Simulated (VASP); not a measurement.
# ZnO (zincite) (P6_3mc) in VASP: further runs

The runs below take ZnO (zincite) through single point, with revPBE.

All numbers are computed with VASP 6.6.1; they aren't measurements. Logs are shortened: lines on timing, memory, paths and dates and some standing lists are left out, and cuts for length are marked.

### 1 The cell of the first run

It takes space group P6_3mc (No. 186, hexagonal). Conventional cell: a = 3.249 Å, b = 3.249 Å, c = 5.206 Å, α = 90.00°, β = 90.00°, γ = 120.00°. Within 2.6 Å of Zn (site symmetry 3m) lie 4 O at 1.97 to 1.98 Å. O (site symmetry 3m) has 4 Zn at 1.97 to 1.98 Å within 2.6 Å.

### 2 Single point, revPBE

INCAR

```
ALGO = Normal
EDIFF = 1E-7
ENCUT = 520
GGA = RE
ISIF = 2
ISMEAR = 0
LASPH = True
LCHARG = False
LREAL = False
LWAVE = False
NBANDS = 26
NELM = 60
PREC = Accurate
SIGMA = 0.01
```

KPOINTS

```
k-points
0
Gamma
  6 6 4
```

POSCAR

```
ZnO
1.0
    3.2493080000      0.0000000000      0.0000000000
   -1.6246540000      2.8139830000      0.0000000000
    0.0000000000      0.0000000000      5.2057090000
Zn O
2 2
Direct
    0.3333333333      0.6666666667      0.5000000000
    0.6666666667      0.3333333333      0.0000000000
    0.6666666667      0.3333333333      0.3790100000
    0.3333333333      0.6666666667      0.8790100000
```

Potentials or basis: VASP PAW PBE potentials, release 64 (Zn, O).

Launch:

```sh
cat potpaw_PBE.64/Zn/POTCAR potpaw_PBE.64/O/POTCAR > POTCAR
mpirun -np 1 vasp_std > vasp.out
```

OUTCAR:

```text
EDIFF = 1E-7
   ENCUT = 520
   GGA = RE
   ISIF = 2
   ISMEAR = 0
   LASPH = True
   LREAL = False
   NELM = 60
   PREC = Accurate

 ion  position               nearest neighbor table
   1  0.333  0.667  0.500-   4 1.97   3 1.98   3 1.98   3 1.98
   2  0.667  0.333  0.000-   3 1.97   4 1.98   4 1.98   4 1.98
   3  0.667  0.333  0.379-   2 1.97   1 1.98   1 1.98   1 1.98
   4  0.333  0.667  0.879-   1 1.97   2 1.98   2 1.98   2 1.98

  LATTYP: Found a hexagonal cell.
 ALAT       =     3.2493080000
 C/A-ratio  =     1.6020977390

  Lattice vectors:

 A1 = (   3.2493080000,   0.0000000000,   0.0000000000)
 A2 = (  -1.6246540000,   2.8139830000,   0.0000000000)
 A3 = (   0.0000000000,   0.0000000000,   5.2057090000)

Analysis of symmetry for initial positions (statically):
=====================================================================
 Subroutine PRICEL returns:
 Original cell was already a primitive cell.

 Routine SETGRP: Setting up the symmetry group for a
 hexagonal supercell.

 Subroutine GETGRP returns: Found 12 space group operations
 (whereof  6 operations were pure point group operations)
 out of a pool of 24 trial point group operations.

The static configuration has the point symmetry C_3v.
 The point group associated with its full space group is C_6v.

Analysis of symmetry for dynamics (positions and initial velocities):
=====================================================================
 Subroutine PRICEL returns:
 Original cell was already a primitive cell.

 Routine SETGRP: Setting up the symmetry group for a
 hexagonal supercell.

 Subroutine GETGRP returns: Found 12 space group operations
 (whereof  6 operations were pure point group operations)
 out of a pool of 24 trial point group operations.

The dynamic configuration has the point symmetry C_3v.
 The point group associated with its full space group is C_6v.

 Subroutine INISYM returns: Found 12 space group operations
 (whereof  6 operations are pure point group operations),
 and found     1 'primitive' translations

----------------------------------------------------------------------------------------

                                     Primitive cell

  volume of cell :      47.5984

  direct lattice vectors                    reciprocal lattice vectors
     3.249308000  0.000000000  0.000000000     0.307757836  0.177684087  0.000000000
    -1.624654000  2.813983000  0.000000000     0.000000000  0.355368174  0.000000000
     0.000000000  0.000000000  5.205709000     0.000000000  0.000000000  0.192096792

  length of vectors
     3.249308000  3.249307764  5.205709000     0.355368148  0.355368174  0.192096792

  position of ions in fractional coordinates (direct lattice)
     0.333333333  0.666666667  0.500000000
     0.666666667  0.333333333  0.000000000
     0.666666667  0.333333333  0.379010000
     0.333333333  0.666666667  0.879010000

  ion indices of the primitive-cell ions
   primitive index   ion index
                 1           1
                 2           2
                 3           3
                 4           4

----------------------------------------------------------------------------------------

 KPOINTS: k-points

Automatic generation of k-mesh.
 Grid dimensions read from file:
 generate k-points for:    6    6    4

 Generating k-lattice:

  Cartesian coordinates                     Fractional coordinates (reciprocal lattice)
     0.051292973  0.029614014  0.000000000     0.166666667  0.000000000  0.000000000
     0.000000000  0.059228029  0.000000000     0.000000000  0.166666667  0.000000000
     0.000000000  0.000000000  0.048024198     0.000000000  0.000000000  0.250000000

  Length of vectors
     0.059228025  0.059228029  0.048024198

  Shift w.r.t. Gamma in fractional coordinates (k-lattice)
     0.000000000  0.000000000  0.000000000

 Subroutine IBZKPT returns following result:
 ===========================================

 Found     21 irreducible k-points:

 Following reciprocal coordinates:
            Coordinates               Weight
  0.000000  0.000000  0.000000      1.000000
  0.166667  0.000000  0.000000      6.000000
  0.333333  0.000000  0.000000      6.000000
  0.500000  0.000000  0.000000      3.000000
  0.166667  0.166667  0.000000      6.000000
  0.333333  0.166667  0.000000     12.000000
[... 13 lines left out ...]
  0.333333  0.166667  0.500000     12.000000
  0.333333  0.333333  0.500000      2.000000
   k-points           NKPTS =     21   k-points in BZ     NKDIM =     21   number of bands    NBANDS=     26
   number of dos      NEDOS =    301   number of ions     NIONS =      4
   total plane-waves  NPLWV =  23040
   dimension x,y,z NGX =    24 NGY =   24 NGZ =   40
   dimension x,y,z NGXF=    48 NGYF=   48 NGZF=   80
   ions per type =               2   2
   NGX,Y,Z   is equivalent  to a cutoff of  12.28, 12.28, 12.77 a.u.
   NGXF,Y,Z  is equivalent  to a cutoff of  24.56, 24.56, 25.55 a.u.
 SYSTEM =  unknown system
   PREC   = accura    normal or accurate (medium, high low for compatibility)
   ISTART =      0    job   : 0-new  1-cont  2-samecut
   ICHARG =      2    charge: 1-file 2-atom 10-const
   ISPIN  =      1    spin polarized calculation?
   LNONCOLLINEAR =      F non collinear calculations
   LSORBIT =      F    spin-orbit coupling
   LASPH  =      T    aspherical Exc in radial PAW
   ENCUT  =  520.0 eV  38.22 Ry    6.18 a.u.   6.04  6.04  9.68*2*pi/ulx,y,z
   NELM   =     60;   NELMIN=  2; NELMDL= -5     # of ELM steps
   EDIFF  = 0.1E-06   stopping-criterion for ELM
   LREAL  =      F    real-space projection
   EDIFFG = 0.1E-05   stopping-criterion for IOM
   NSW    =      0    number of steps for IOM
   IBRION =     -1    ionic relax: 0-MD 1-quasi-New 2-CG
   NFREE  =      0    steps in history (QN), initial steepest desc. (CG)
   ISIF   =      2    stress and relaxation
   ISYM   =      2    0-nonsym 1-usesym 2-fastsym
   POTIM  = 0.5000    time-step for ionic-motion
   TEBEG  =    0.0;   TEEND  =   0.0 temperature during run
   PSTRESS=    0.0 pullay stress
   NELECT =      36.0000    total number of electrons
   NUPDOWN=      -1.0000    fix difference up-down
   EMIN   =  10.00;   EMAX   =-10.00  energy-range for DOS
   EFERMI =   0.00;   METHOD = LEGACY
   ISMEAR =     0;   SIGMA  =   0.01  broadening in eV -4-tet -1-fermi 0-gaus
   EFERMI_NEDOS =   21; number of points for ismear=-14 and -15
   IALGO  =     38    algorithm
   IMIX   =      4    mixing-type and parameters
     AMIX     =   0.40;   BMIX     =  1.00
     AMIX_MAG =   1.60;   BMIX_MAG =  1.00
  volume/ion in A,a.u.               =      11.90        80.30
  Fermi-wavevector in a.u.,A,eV,Ry     =   1.491574  2.818667 30.270162  2.224794
  Thomas-Fermi vector in A             =   2.604212
   LORBIT       =      0    0 simple, 1 ext, 2 COOP (PROOUT), +10 PAW based schemes
   GGA     = RE    functional components
   LHFCALC =     F    Hartree Fock is set to
   AEXX    =    0.0000 exact exchange contribution
   IVDW    =     0    specifies the selected vdW correction
   LEPSILON=     F    determine dielectric tensor
   LRPA    =     F    only Hartree local field effects (RPA)
 non-spin polarized calculation
 Gauss-broadening in eV      SIGMA  =   0.01
  energy-cutoff  :      520.00
  volume of cell :       47.60
 maximum number of plane-waves:      1302
   NGX = 13   NGY = 13   NGZ = 19

 number of electron      36.0000017 magnetization

 Free energy of the ion-electron system (eV)
  ---------------------------------------------------
  ext. energy  EPLUGINS =         0.00000000
  ---------------------------------------------------
  free energy    TOTEN  =       -16.47323013 eV

  energy without entropy =      -16.47323013  energy(sigma->0) =      -16.47323013

 E-fermi :   1.4593     XC(G=0): -10.7216

 val. band max:        1.3363216957   @ k =   0.0000   0.0000   0.0000
 cond. band min:       2.1906269265   @ k =   0.0000   0.0000   0.0000
 fundamental gap:      0.8543052308
 Fermi energy:         1.4592940107

 k-point     1 :       0.0000    0.0000    0.0000
  band No.  band energies     occupation
      1     -16.8166      2.00000
      2     -16.0969      2.00000
      3      -4.3416      2.00000
      4      -4.3416      2.00000
      5      -4.3018      2.00000
      6      -4.2665      2.00000
[... 18 lines left out ...]
     25      15.5314      0.00000
     26      15.5314      0.00000

 k-point     2 :       0.1667    0.0000    0.0000
  band No.  band energies     occupation
      1     -16.6732      2.00000
      2     -16.0369      2.00000
      3      -4.4904      2.00000
      4      -4.2613      2.00000
      5      -4.2374      2.00000
      6      -4.1641      2.00000
[... 18 lines left out ...]
     25      15.5356      0.00000
     26      15.7204      0.00000

 k-point     3 :       0.3333    0.0000    0.0000
  band No.  band energies     occupation
      1     -16.3503      2.00000
      2     -15.9378      2.00000
      3      -4.6413      2.00000
      4      -4.2882      2.00000
      5      -4.1321      2.00000
      6      -3.9396      2.00000
[... 18 lines left out ...]
     25      14.7973      0.00000
     26      15.4853      0.00000

 k-point     4 :       0.5000    0.0000    0.0000
  band No.  band energies     occupation
      1     -16.1451      2.00000
      2     -15.9240      2.00000
      3      -4.5704      2.00000
      4      -4.3617      2.00000
      5      -4.0899      2.00000
      6      -3.7193      2.00000
[... 18 lines left out ...]
     25      14.5865      0.00000
     26      15.6399      0.00000
[... 409 lines left out ...]
      1     -16.1961      2.00000
      2     -16.1961      2.00000
      3      -4.6773      2.00000
      4      -4.6773      2.00000
      5      -4.1211      2.00000
      6      -4.1211      2.00000
[... 18 lines left out ...]
     25      14.8734      0.00000
     26      14.8734      0.00000

 k-point    20 :       0.3333    0.1667    0.5000
  band No.  band energies     occupation
      1     -16.0275      2.00000
      2     -16.0275      2.00000
      3      -4.6181      2.00000
      4      -4.6181      2.00000
      5      -3.9944      2.00000
      6      -3.9944      2.00000
[... 18 lines left out ...]
     25      15.6421      0.00000
     26      15.6421      0.00000

 k-point    21 :       0.3333    0.3333    0.5000
  band No.  band energies     occupation
      1     -15.9720      2.00000
      2     -15.9720      2.00000
      3      -4.3799      2.00000
      4      -4.3799      2.00000
      5      -4.1305      2.00000
      6      -4.1305      2.00000
[... 18 lines left out ...]
     25      17.1798      0.00000
     26      17.1798      0.00000

------------------------ aborting loop because EDIFF is reached ----------------------------------------

  FORCE on cell =-STRESS in cart. coord.  units (eV):
  Direction    XX          YY          ZZ          XY          YZ          ZX
  --------------------------------------------------------------------------------------
  -------------------------------------------------------------------------------------
  Total        2.6112413      2.6112408      3.1183569      0.0000000      0.0000000      0.0000000
  in kB       87.8952389     87.8952218    104.9649172      0.0000000      0.0000000      0.0000000
  external PRESSURE =      93.5851259 kB  Pullay stress =       0.0000000 kB

 VOLUME and BASIS-vectors are now :
 -----------------------------------------------------------------------------
  energy-cutoff  :      520.00
  volume of cell :       47.60
      direct lattice vectors                 reciprocal lattice vectors
     3.249308000  0.000000000  0.000000000     0.307757836  0.177684087  0.000000000
    -1.624654000  2.813983000  0.000000000     0.000000000  0.355368174  0.000000000
     0.000000000  0.000000000  5.205709000     0.000000000  0.000000000  0.192096792

 POSITION                                       TOTAL-FORCE (eV/Angst)
 -----------------------------------------------------------------------------------
     -0.00000      1.87599      2.60285        -0.000000      0.000000     -0.078704
      1.62465      0.93799      0.00000         0.000000     -0.000000     -0.078704
      1.62465      0.93799      1.97302         0.000000     -0.000000      0.078704
     -0.00000      1.87599      4.57587        -0.000000      0.000000      0.078704
 -----------------------------------------------------------------------------------
    total drift:                               -0.000000     -0.000000     -0.000358

  FREE ENERGIE OF THE ION-ELECTRON SYSTEM (eV)
  ---------------------------------------------------
  free  energy   TOTEN  =       -16.4732301254 eV

  energy  without entropy=      -16.4732301254  energy(sigma->0) =      -16.47323013
```

It took 38 s on 1 thread of Intel Xeon 8259CL, shared host; peak memory 0.17 GiB.

Results:

```yaml
Free_energy: -16.4732 eV
Pressure: 9.4 GPa
Largest_force: 0.079 eV/Å
Band_gap_on_the_k_mesh: 0.85 eV, direct
```

Forces on the atoms (eV/Å):
```
Zn   0.000  0.000 -0.079
Zn   0.000  0.000 -0.079
O    0.000  0.000  0.079
O    0.000  0.000  0.079
```

Levels at points of the mesh, in eV from the valence-band top:
```csv
k point,band 15,band 16,band 17,band 18,band 19,band 20,band 21,band 22
"(0.00, 0.00, 0.00)",-0.81,-0.07,0.00,0.00,0.85,5.28,8.35,12.92
"(0.50, 0.00, 0.00)",-2.81,-2.27,-1.27,-0.82,5.83,6.95,7.70,8.54
"(0.00, 0.00, 0.50)",-0.40,-0.40,-0.40,-0.40,3.52,3.52,10.20,10.20
"(0.50, 0.00, 0.50)",-1.50,-1.50,-1.35,-1.35,5.80,5.80,8.49,8.49
```

Caveat: the PAW data sets were made with another functional, which shifts forces and pressure a little.

### 3 Single point, revPBE

This run uses another cell than the first one, of 12.38 Å³/atom, 1.040 times its volume.

INCAR

```
SYSTEM = ZnO
PREC = Accurate ; ENCUT = 520
EDIFF = 1E-6 ; ISMEAR = 0
SIGMA = 0.01 ; LREAL = .FALSE.
LASPH = .TRUE. ; NELM = 60
ALGO = Normal ; ISIF = 2
LWAVE = .FALSE. ; LCHARG = .TRUE.
GGA = RE ; LELF = .TRUE.
LVHAR = .TRUE. ; NBANDS = 26
```

KPOINTS

```
Automatic mesh
0
G
  6 6 4
  0 0 0
```

POSCAR

```
ZnO
1.0
    3.2920669561      0.0000000000      0.0000000000
   -1.6460334781      2.8510133386      0.0000000000
    0.0000000000      0.0000000000      5.2742130269
Zn O
2 2
Direct
    0.3333333333      0.6666666667      0.5000000000
    0.6666666667      0.3333333333      0.0000000000
    0.6666666667      0.3333333333      0.3790100000
    0.3333333333      0.6666666667      0.8790100000
```

Potentials or basis: VASP PAW PBE potentials, release 64 (Zn, O).

Launch:

```sh
cat potpaw_PBE.64/Zn/POTCAR potpaw_PBE.64/O/POTCAR > POTCAR
mpirun -np 1 vasp_std > vasp.out
```

Run time: 39 s. Hardware: 1 thread of Intel Xeon 8259CL, shared host; peak memory 0.17 GiB.

It converged, with:

```yaml
Free_energy: -16.5506 eV
Pressure: 3.6 GPa
Largest_force: 0.065 eV/Å
Band_gap_on_the_k_mesh: 0.80 eV, direct
```

Forces on the atoms (eV/Å):
```
Zn   0.000  0.000 -0.065
Zn   0.000  0.000 -0.065
O    0.000  0.000  0.065
O    0.000  0.000  0.065
```

Stress tensor (GPa, compression positive):
```
3.11 0.00 0.00
0.00 3.11 0.00
0.00 0.00 4.64
```

Levels at points of the mesh, in eV from the valence-band top:
| k point | band 15 | band 16 | band 17 | band 18 | band 19 | band 20 | band 21 | band 22 |
| --- | --- | --- | --- | --- | --- | --- | --- | --- |
| (0.00, 0.00, 0.00) | -0.76 | -0.06 | 0.00 | 0.00 | 0.80 | 5.14 | 8.22 | 12.72 |
| (0.50, 0.00, 0.00) | -2.70 | -2.14 | -1.21 | -0.78 | 5.66 | 6.91 | 7.66 | 8.28 |
| (0.00, 0.00, 0.50) | -0.38 | -0.38 | -0.38 | -0.38 | 3.43 | 3.43 | 10.04 | 10.04 |
| (0.50, 0.00, 0.50) | -1.42 | -1.42 | -1.28 | -1.28 | 5.73 | 5.73 | 8.27 | 8.27 |

Caveat: the PAW data sets were made with another functional, which shifts forces and pressure a little. revPBE gaps usually lie below the measured ones, often by a third to a half.
